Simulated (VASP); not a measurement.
Co:

```xyz
2
Lattice="2.4386 0.0000 0.0000 -1.2193 2.1119 0.0000 0.0000 0.0000 3.9668" Properties=species:S:1:pos:R:3 pbc="T T T"
Co    1.2193    0.7040    2.9751
Co    0.0000    1.4079    0.9917
```

Base run:

| Property | Result |
| --- | --- |
| Program | VASP 6.6.1 |
| Functional | PBE exchange alone |
| Potentials or basis | VASP PAW PBE potentials, release 64 (Co) |
| Cutoff | 520 eV |
| k mesh | 12 × 12 × 7 |
| Occupations | fermi-dirac, width 0.05 eV |
| Spin | collinear spin, ferromagnetic start |
| Starting moments | [2.0, 2.0] μB |

Its results: pressure 44.8 GPa; net moment 3.23 μB per cell; site moments Co +1.63 μB.

The run is repeated on the same cell with these changes: functional from PBE exchange alone to RPBE; dispersion from none to D4. What comes out?

Pressure 6.8 GPa; net moment 3.13 μB per cell; site moments Co +1.57 μB.

Several settings changed at once.

Caveats: the cell stands under pressure; the PAW data sets were made with another functional, which shifts forces and pressure a little (at least some runs).
